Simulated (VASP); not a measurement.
C, 2 atoms in the cell. The structure is cubic, space group Fd-3m (No. 227). Conventional cell: a = 3.527 Å, b = 3.527 Å, c = 3.527 Å, α = 90.00°, β = 90.00°, γ = 90.00°. Within 2.0 Å of C (site symmetry -43m) lie 4 C at 1.53 Å. 

```yaml
Program: VASP 6.6.1
Task: vibrations by perturbation theory
Functional: LDA
Potentials_or_basis: VASP PAW LDA potentials, release 64 (C)
Cutoff: 520 eV
k_mesh: 12 × 12 × 12
Occupations: gaussian, width 0.01 eV
Spin: no spin polarisation
Dipole_correction: no
Further_INCAR_settings: ALGO = Normal; EDIFF = 1e-08; IBRION = 8; NSW = 1
```

Potentials or basis: VASP PAW LDA potentials, release 64 (C).

Run with:

```bash
$ cat potpaw_LDA.64/C/POTCAR > POTCAR
$ mpirun -np 1 vasp_std > vasp.out
```

Hardware: 1 thread of Intel(R) Xeon(R) Platinum 8375C CPU @ 2.90GHz (Ice Lake), on a shared host.

Task: Estimate the wall time of this run.

Result: It took 34 s on 1 thread of Intel(R) Xeon(R) Platinum 8375C CPU @ 2.90GHz (Ice Lake), with other jobs on the host, peak memory 0.16 GiB. Counts: scf iterations 25, k points 72.
